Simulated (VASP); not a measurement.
Set up this calculation in VASP 6.6.1, as the native input.

* Task: relaxation of cell and atoms
* Functional: PBEsol
* Potentials or basis: VASP PAW PBE potentials, release 64 (Rb_sv, Br)
* Cutoff: 600 eV
* k mesh: 6 × 6 × 6
* Occupations: gaussian, width 0.01 eV
* Spin: no spin polarisation
* Dipole correction: no
* Further INCAR settings: ALGO = Normal; EDIFF = 1e-07; IBRION = 2; EDIFFG = -0.002; NSW = 100; ISIF = 3

The structure of RbBr lies in POSCAR:

```
RbBr
1.0
    4.1260773000      0.0000000000      0.0000000000
    0.0000000000      4.1260773000      0.0000000000
    0.0000000000      0.0000000000      4.1260773000
Rb Br
1 1
Direct
    0.0000000000      0.0000000000      0.0000000000
    0.5000000000      0.5000000000      0.5000000000
```

These files were run (other wordings do the same):

INCAR

```
PREC = Accurate ; ENCUT = 600
EDIFF = 1E-7 ; ISMEAR = 0
SIGMA = 0.01 ; LREAL = F
LASPH = T ; NELM = 60
ALGO = Normal ; ISIF = 3
LWAVE = F ; LCHARG = F
GGA = PS ; IBRION = 2
NSW = 100 ; EDIFFG = -0.002
```

KPOINTS

```
Automatic mesh
0
Gamma
  6 6 6
```

Potentials or basis: VASP PAW PBE potentials, release 64 (Rb_sv, Br).

Launch:

```console
$ cat potpaw_PBE.64/Rb_sv/POTCAR potpaw_PBE.64/Br/POTCAR > POTCAR
$ mpirun -np 1 vasp_std > vasp.out
```

It gave:

| Property | Result |
| --- | --- |
| Relaxed volume | 33.88 Å³/atom |
| Relaxed cell | a = 4.077 Å, b = 4.077 Å, c = 4.077 Å, α = 90.00°, β = 90.00°, γ = 90.00° |
| Space group after relaxing (to 0.05 Å) | Pm-3m (No. 221) |
| Energy gained by relaxing | 2.2 meV/atom |
| Ionic steps | 4 |
| Pressure after relaxing | 0.0 GPa |
| Band gap on the k mesh | 4.02 eV, indirect (least direct gap 4.18 eV) |

Caveat: the PAW data sets were made with another functional, which shifts forces and pressure a little.

It took 35 s on 1 thread of Intel(R) Xeon(R) 6975P-C (Granite Rapids) (shared host), peak memory 0.22 GiB.
